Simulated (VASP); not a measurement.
**Zr3S2: single point with PBE**

Zr3S2:

```xyz
5
Lattice="3.0400 1.7551 3.4804 -3.0400 1.7551 3.4804 0.0000 -3.5103 3.4804" Properties=species:S:1:pos:R:3 pbc="T T T"
Zr   -2.0544    0.0000    5.2206
Zr    1.0272   -1.7791    5.2206
Zr    1.0272    1.7791    5.2206
S     0.0000    0.0000    3.4954
S     0.0000    0.0000    6.9457
```

This cell differs from its parent crystal: strain +0.050 along x and y, +0.000 along z.

```yaml
Program: VASP 6.6.1
Task: single point
Functional: PBE
Potentials_or_basis: VASP PAW PBE potentials, release 64 (Zr_sv, S)
Cutoff: 520 eV
k_mesh: 12 × 12 × 12
Occupations: gaussian, width 0.15 eV
Spin: no spin polarisation
```

```
Pressure               : -9.3 GPa
Largest force          : 0.255 eV/Å
Band gap on the k mesh : zero (band 24 reaches 8.10 eV, above the bottom of band 25 at 7.79 eV)
```

Forces in eV/Å, atoms in the order of the input:
```
Zr   0.255  0.000  0.000
Zr  -0.127  0.221  0.000
Zr  -0.127 -0.221  0.000
S    0.000  0.000 -0.048
S    0.000  0.000  0.048
```

Stress tensor (GPa, compression positive):
```
-10.37   0.00   0.00
  0.00 -10.37   0.00
  0.00   0.00  -7.09
```

Levels at points of the mesh, in eV from the Fermi level:
```
           k point  band 20  band 21  band 22  band 23  band 24  band 25  band 26  band 27  band 28  band 29
(0.00, 0.00, 0.00)    -4.07    -2.39    -1.67     0.11     0.11     0.65     0.65     2.01     2.48     2.48
(0.50, 0.00, 0.00)    -3.77    -1.11    -0.94    -0.75    -0.62    -0.11     1.03     1.54     1.68     2.09
(0.50, 0.50, 0.00)    -3.77    -1.62    -1.16    -0.71    -0.18     0.16     0.78     1.64     1.79     1.98
(0.50, 0.50, 0.50)    -4.26    -0.67    -0.21    -0.21    -0.18     0.29     0.29     0.96     0.96     1.95
```

It took 23 min on 1 thread of Oxide Virtual Turin-like Processor, with other jobs on the host, peak memory 0.58 GiB.

Caveat: the cell differs from its parent crystal (strain +0.050 along x and y, +0.000 along z).
